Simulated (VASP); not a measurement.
A run of VASP 6.6.1 is set up as follows.

File POSCAR:

```
C
1.0
    2.4561701622      0.0000000000      0.0000000000
   -1.2280850811      2.1271057565      0.0000000000
    0.0000000000      0.0000000000      8.5238033600
C
2
Direct
    0.6666666667      0.3333333333      0.0000000000
    0.3333333333      0.6666666667      0.0000000000
```

The input INCAR.step1:

```
ALGO = Normal
EDIFF = 1E-5
ENCUT = 520
GGA = PE
GGA_COMPAT = F
ISIF = 2
ISMEAR = -1
LASPH = T
LCHARG = F
LREAL = F
LWAVE = T
NBANDS = 11
NELM = 120
PREC = Accurate
SIGMA = 0.05
```

File INCAR.step2:

```
AEXX = 0.25
ALGO = Normal
EDIFF = 1E-6
ENCUT = 520
GGA = PE
GGA_COMPAT = F
HFSCREEN = 0.4
ISIF = 2
ISMEAR = -1
ISTART = 1
LASPH = T
LCHARG = F
LHFCALC = T
LREAL = F
LWAVE = F
NBANDS = 11
NELM = 120
PREC = Accurate
PRECFOCK = Normal
SIGMA = 0.05
```

The input KPOINTS:

```
k-points
0
Gamma
  6 6 2
```

Potentials or basis: VASP PAW PBE potentials, release 64 (C).

Run with:

```bash
$ cat potpaw_PBE.64/C/POTCAR > POTCAR
$ cp INCAR.step1 INCAR
$ mpirun -np 1 vasp_std > vasp.out
$ cp INCAR.step2 INCAR
$ mpirun -np 1 vasp_std > vasp.out
```

(1) Predict the band gap on the k mesh.

## Answers

(1) zero (filled and empty bands touch).

Caveat: the k points lie up to 0.49 Å⁻¹ apart.
